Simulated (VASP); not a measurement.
# AgAu (R-3m) in VASP: notebook

Runs on AgAu. Level: LDA. Tasks: electric field gradients.

Program: VASP 6.6.1. These are calculated values, not measurements. Logs are shortened: lines on timing, memory, paths and dates and some standing lists are left out, and cuts for length are marked.

**1. The cell of the first run**

The structure is trigonal, space group R-3m (No. 166). The conventional cell has a = 2.148 Å, b = 2.148 Å, c = 10.457 Å, α = 90.00°, β = 90.00°, γ = 120.00°. Ag (site symmetry -3m) has 6 Au at 2.14 Å and 6 Ag at 2.15 Å within 2.8 Å. Au (site symmetry -3m) has 6 Ag at 2.14 Å and 6 Au at 2.15 Å within 2.8 Å.

**2. Electric field gradients, LDA (6.96 Å³/atom)**

File INCAR:

```
SYSTEM = AgAu
ALGO = Normal ; EDIFF = 1E-8
ENCUT = 520 ; ISIF = 2
ISMEAR = -1 ; LASPH = .TRUE.
LCHARG = .FALSE. ; LEFG = .TRUE.
LREAL = .FALSE. ; LWAVE = .FALSE.
NBANDS = 18 ; NELM = 80
PREC = Accurate ; SIGMA = 0.05
```

File KPOINTS:

```
k-points
0
G
  14 14 14
  0 0 0
```

File POSCAR:

```
AgAu
1.0
    1.0739599229      0.6200510506      3.4855661482
   -1.0739599229      0.6200510506      3.4855661482
    0.0000000000     -1.2401021012      3.4855661482
Ag Au
1 1
Direct
    0.0000000000      0.0000000000      0.0000000000
    0.5000000000      0.5000000000      0.5000000000
```

Potentials or basis: VASP PAW LDA potentials, release 64 (Ag, Au).

On the command line:

```bash
$ cat potpaw_LDA.64/Ag/POTCAR potpaw_LDA.64/Au/POTCAR > POTCAR
$ mpirun -np 1 vasp_std > vasp.out
```

OUTCAR:

```text
SYSTEM = AgAu
   EDIFF = 1E-8
   ENCUT = 520
   ISIF = 2
   ISMEAR = -1
   LASPH = .TRUE.
   LREAL = .FALSE.
   NELM = 80
   PREC = Accurate

 ion  position               nearest neighbor table
   1  0.000  0.000  0.000-   2 2.14   2 2.14   2 2.14   2 2.14   2 2.14   2 2.14   2 3.03   2 3.03
                             2 3.03
   2  0.500  0.500  0.500-   1 2.14   1 2.14   1 2.14   1 2.14   1 2.14   1 2.14   1 3.03   1 3.03
                             1 3.03

  LATTYP: Found a trigonal (rhomboedric) cell.
 ALAT       =     3.6995978964
 COS(alpha) =     0.8314622863

  Lattice vectors:

 A1 = (   1.0739599229,   0.6200510506,   3.4855661482)
 A2 = (  -1.0739599229,   0.6200510506,   3.4855661482)
 A3 = (   0.0000000000,  -1.2401021012,   3.4855661482)

Analysis of symmetry for initial positions (statically):
=====================================================================
 Subroutine PRICEL returns:
 Original cell was already a primitive cell.

 Routine SETGRP: Setting up the symmetry group for a
 trigonal (rhombohedral) supercell.

 Subroutine GETGRP returns: Found 12 space group operations
 (whereof 12 operations were pure point group operations)
 out of a pool of 12 trial point group operations.

The static configuration has the point symmetry D_3d.

Analysis of symmetry for dynamics (positions and initial velocities):
=====================================================================
 Subroutine PRICEL returns:
 Original cell was already a primitive cell.

 Routine SETGRP: Setting up the symmetry group for a
 trigonal (rhombohedral) supercell.

 Subroutine GETGRP returns: Found 12 space group operations
 (whereof 12 operations were pure point group operations)
 out of a pool of 12 trial point group operations.

The dynamic configuration has the point symmetry D_3d.

 Subroutine INISYM returns: Found 12 space group operations
 (whereof 12 operations are pure point group operations),
 and found     1 'primitive' translations

----------------------------------------------------------------------------------------

                                     Primitive cell

  volume of cell :      13.9264

  direct lattice vectors                    reciprocal lattice vectors
     1.073959923  0.620051051  3.485566148     0.465566721  0.268795072  0.095632480
    -1.073959923  0.620051051  3.485566148    -0.465566721  0.268795072  0.095632480
     0.000000000 -1.240102101  3.485566148     0.000000000 -0.537590144  0.095632480

  length of vectors
     3.699597896  3.699597896  3.699597896     0.546029975  0.546029975  0.546029975

  position of ions in fractional coordinates (direct lattice)
     0.000000000  0.000000000  0.000000000
     0.500000000  0.500000000  0.500000000

  ion indices of the primitive-cell ions
   primitive index   ion index
                 1           1
                 2           2

----------------------------------------------------------------------------------------

 KPOINTS: k-points

Automatic generation of k-mesh.
 Grid dimensions read from file:
 generate k-points for:   14   14   14

 Generating k-lattice:

  Cartesian coordinates                     Fractional coordinates (reciprocal lattice)
     0.033254766  0.019199648  0.006830891     0.071428571 -0.000000000  0.000000000
    -0.033254766  0.019199648  0.006830891    -0.000000000  0.071428571  0.000000000
     0.000000000 -0.038399296  0.006830891     0.000000000  0.000000000  0.071428571

  Length of vectors
     0.039002141  0.039002141  0.039002141

  Shift w.r.t. Gamma in fractional coordinates (k-lattice)
     0.000000000  0.000000000  0.000000000

 Subroutine IBZKPT returns following result:
 ===========================================

 Found    288 irreducible k-points:

 Following reciprocal coordinates:
            Coordinates               Weight
  0.000000  0.000000  0.000000      1.000000
  0.071429  0.000000  0.000000      6.000000
  0.142857 -0.000000  0.000000      6.000000
  0.214286 -0.000000  0.000000      6.000000
  0.285714  0.000000  0.000000      6.000000
  0.357143  0.000000  0.000000      6.000000
[... 16 lines left out ...]
  0.214286  0.142857  0.000000     12.000000
  0.285714  0.142857  0.000000     12.000000
 [... further k-points ...]
   k-points           NKPTS =    288   k-points in BZ     NKDIM =    288   number of bands    NBANDS=     18
   number of dos      NEDOS =    301   number of ions     NIONS =      2
   total plane-waves  NPLWV =  21952
   dimension x,y,z NGX =    28 NGY =   28 NGZ =   28
   dimension x,y,z NGXF=    56 NGYF=   56 NGZF=   56
   ions per type =               1   1
   NGX,Y,Z   is equivalent  to a cutoff of  12.58, 12.58, 12.58 a.u.
   NGXF,Y,Z  is equivalent  to a cutoff of  25.16, 25.16, 25.16 a.u.
 SYSTEM =  AgAu
   PREC   = accura    normal or accurate (medium, high low for compatibility)
   ISTART =      0    job   : 0-new  1-cont  2-samecut
   ICHARG =      2    charge: 1-file 2-atom 10-const
   ISPIN  =      1    spin polarized calculation?
   LNONCOLLINEAR =      F non collinear calculations
   LSORBIT =      F    spin-orbit coupling
   LASPH  =      T    aspherical Exc in radial PAW
   ENCUT  =  520.0 eV  38.22 Ry    6.18 a.u.   6.88  6.88  6.88*2*pi/ulx,y,z
   NELM   =     80;   NELMIN=  2; NELMDL= -5     # of ELM steps
   EDIFF  = 0.1E-07   stopping-criterion for ELM
   LREAL  =      F    real-space projection
   EDIFFG = 0.1E-06   stopping-criterion for IOM
   NSW    =      0    number of steps for IOM
   IBRION =     -1    ionic relax: 0-MD 1-quasi-New 2-CG
   NFREE  =      0    steps in history (QN), initial steepest desc. (CG)
   ISIF   =      2    stress and relaxation
   ISYM   =      2    0-nonsym 1-usesym 2-fastsym
   POTIM  = 0.5000    time-step for ionic-motion
   TEBEG  =    0.0;   TEEND  =   0.0 temperature during run
   PSTRESS=    0.0 pullay stress
   NELECT =      22.0000    total number of electrons
   NUPDOWN=      -1.0000    fix difference up-down
   EMIN   =  10.00;   EMAX   =-10.00  energy-range for DOS
   EFERMI =   0.00;   METHOD = LEGACY
   ISMEAR =    -1;   SIGMA  =   0.05  broadening in eV -4-tet -1-fermi 0-gaus
   EFERMI_NEDOS =   21; number of points for ismear=-14 and -15
   IALGO  =     38    algorithm
   IMIX   =      4    mixing-type and parameters
     AMIX     =   0.40;   BMIX     =  1.00
     AMIX_MAG =   1.60;   BMIX_MAG =  1.00
  volume/ion in A,a.u.               =       6.96        46.99
  Fermi-wavevector in a.u.,A,eV,Ry     =   1.906641  3.603030 49.461008  3.635282
  Thomas-Fermi vector in A             =   2.944343
   LORBIT       =      0    0 simple, 1 ext, 2 COOP (PROOUT), +10 PAW based schemes
   GGA     = CA    functional components
   LHFCALC =     F    Hartree Fock is set to
   AEXX    =    0.0000 exact exchange contribution
   IVDW    =     0    specifies the selected vdW correction
   LEPSILON=     F    determine dielectric tensor
   LRPA    =     F    only Hartree local field effects (RPA)
 non-spin polarized calculation
  energy-cutoff  :      520.00
  volume of cell :       13.93
 maximum number of plane-waves:       385
   NGX = 13   NGY = 13   NGZ = 13

 number of electron      22.0000002 magnetization

 Free energy of the ion-electron system (eV)
  ---------------------------------------------------
  ext. energy  EPLUGINS =         0.00000000
  ---------------------------------------------------
  free energy    TOTEN  =        25.70316742 eV

  energy without entropy =       25.70602431  energy(sigma->0) =       25.70459587

 E-fermi :  34.4618     XC(G=0): -18.6491

 val. band max:       34.4266872223   @ k =   0.3571   0.3571   0.0714
 cond. band min:      34.4800569332   @ k =  -0.4286   0.2857   0.2857
 fundamental gap:      0.0533697109
 Fermi energy:        34.4617539802

 k-point     1 :       0.0000    0.0000    0.0000
  band No.  band energies     occupation
      1      11.2657      2.00000
      2      13.4396      2.00000
      3      18.5282      2.00000
      4      18.5282      2.00000
      5      19.0300      2.00000
      6      19.0300      2.00000
[... 10 lines left out ...]
     17      51.4353      0.00000
     18      51.9748      0.00000
[... 463 lines left out ...]
 k-point    24 :       0.2857    0.1429    0.0000
  band No.  band energies     occupation
      1      14.9486      2.00000
      2      15.7519      2.00000
      3      16.1794      2.00000
      4      17.3002      2.00000
      5      19.7437      2.00000
      6      19.8337      2.00000
[... 10 lines left out ...]
     17      52.1508      0.00000
     18      55.9355      0.00000

 [... further k-points ...]

------------------------ aborting loop because EDIFF is reached ----------------------------------------

  FORCE on cell =-STRESS in cart. coord.  units (eV):
  Direction    XX          YY          ZZ          XY          YZ          ZX
  --------------------------------------------------------------------------------------
  -------------------------------------------------------------------------------------
  Total      117.8327971    117.8327971    118.7752678      0.0000000      0.0000000      0.0000000
  in kB    13556.1594139  13556.1594145  13664.5866324      0.0000000      0.0000000      0.0000000
  external PRESSURE =   13592.3018203 kB  Pullay stress =       0.0000000 kB

 VOLUME and BASIS-vectors are now :
 -----------------------------------------------------------------------------
  energy-cutoff  :      520.00
  volume of cell :       13.93
      direct lattice vectors                 reciprocal lattice vectors
     1.073959923  0.620051051  3.485566148     0.465566721  0.268795072  0.095632480
    -1.073959923  0.620051051  3.485566148    -0.465566721  0.268795072  0.095632480
     0.000000000 -1.240102101  3.485566148     0.000000000 -0.537590144  0.095632480

 POSITION                                       TOTAL-FORCE (eV/Angst)
 -----------------------------------------------------------------------------------
      0.00000      0.00000      0.00000         0.000000      0.000000     -0.000000
      0.00000      0.00000      5.22835         0.000000      0.000000      0.000000
 -----------------------------------------------------------------------------------
    total drift:                                0.000000      0.000000      0.000000

  FREE ENERGIE OF THE ION-ELECTRON SYSTEM (eV)
  ---------------------------------------------------
  free  energy   TOTEN  =        25.7031674242 eV

  energy  without entropy=       25.7060243063  energy(sigma->0) =       25.70459587

 Electric field gradients (V/A^2)
---------------------------------------------------------------------
 ion       V_xx      V_yy      V_zz      V_xy      V_xz      V_yz
---------------------------------------------------------------------
   1      56.825    56.825  -113.651     0.000    -0.000    -0.000
   2     -80.043   -80.043   160.085     0.000    -0.000    -0.000
---------------------------------------------------------------------

 Electric field gradients after diagonalization (V/A^2)
 (convention: |V_zz| > |V_xx| > |V_yy|)
----------------------------------------------------------------------
 ion       V_xx      V_yy      V_zz     asymmetry (V_yy - V_xx)/ V_zz
----------------------------------------------------------------------
   1      56.825    56.825  -113.651       0.000
   2     -80.043   -80.043   160.085       0.000
----------------------------------------------------------------------

           NMR quadrupolar parameters

 Cq : quadrupolar parameter    Cq=e*Q*V_zz/h
 eta: asymmetry parameters     (V_yy - V_xx)/ V_zz
 Q  : nuclear electric quadrupole moment in mb (millibarn)
----------------------------------------------------------------------
 ion       Cq(MHz)       eta       Q (mb)
----------------------------------------------------------------------
   1      -0.275       0.000       1.000
   2       0.387       0.000       1.000
----------------------------------------------------------------------
```

Run time: 2.7 min. Hardware: 1 thread of Intel Xeon 6975P-C (Granite Rapids), shared host; peak memory 0.22 GiB.

The run converged, but its numbers aren't listed here, since they failed a check.

Caveat: the stress differs along the axes, from 1356 to 1366 GPa; without QUAD_EFG the Cq values of the log hold for a quadrupole moment of 1 mb, not for the nuclei; spin-orbit coupling is left out, which moves the levels of the heavy elements.

(Part 1 of 3 ends here.)
